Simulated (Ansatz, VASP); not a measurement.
**Pt in VASP and in Ansatz**

INCAR

```
  PREC = Accurate
  ENCUT = 520
  EDIFF = 1E-6
  ISMEAR = 1
  SIGMA = 1.0
  LREAL = F
  LASPH = T
  NELM = 60
  ALGO = Normal
  ISIF = 2
  LWAVE = F
  LCHARG = F
  NBANDS = 11
```

Contents of KPOINTS:

```
regular mesh
0
Gamma
  14 14 14
```

POSCAR

```
Pt
1.0
    0.0000000000      1.9474302061      1.9474302061
    1.9474302061      0.0000000000      1.9474302061
    1.9474302061      1.9474302061      0.0000000000
Pt
1
Direct
    0.0000000000      0.0000000000      0.0000000000
```

Input for Ansatz:

```yaml
crystal:
  lattice:
    - [0.0, 1.9474302061, 1.9474302061]
    - [1.9474302061, 0.0, 1.9474302061]
    - [1.9474302061, 1.9474302061, 0.0]
  atoms:
    - { symbol: Pt, position: [0.0, 0.0, 0.0] }
hamiltonian:
  xc: lda
  pseudopotentials:
    kind: paw
    azcp:
      Pt: "pseudopotentials/Pt.paw.azcp"
basis:
  ecutwfc: 420
  fft_grid_basis: typed
kpoints:
  mp_grid: { grid: [14, 14, 14], shift: [0, 0, 0] }
magnetization:
  spin_polarized: false
scf:
  occupations: { method: methfessel_paxton, width: 1.0 }
  lower_state_search: "off"
output:
  stress: true
  write_density: true
  write_potential: true
  elf: true
  volumetric_format: npy
```

Alike in both runs: task single point; functional LDA; k mesh 14 × 14 × 14; occupations methfessel-paxton of order 1, width 1 eV; no spin polarisation.

|  | VASP | Ansatz |
| --- | --- | --- |
| version | VASP 6.6.1 | Ansatz 0.2.0 |
| potentials or method | VASP PAW LDA potentials, release 64 (Pt), cutoff 520 eV | plane waves (420 eV) with PAW, scalar-relativistic |
| valence electrons in the cell | 10 | 18 |

```csv
,VASP,Ansatz,Ansatz less VASP
pressure (GPa),1.1,0.3,-0.76
```

Ansatz warns that its potentials were made for another functional, while VASP's fit it. LDA's correlation is that of Perdew and Zunger in VASP and of Perdew and Wang (1992) in Ansatz. VASP's potentials hold 10 valence electrons a cell and Ansatz's 18, so a difference there can come from the potentials and not from the codes.

Spin-orbit coupling is off throughout.
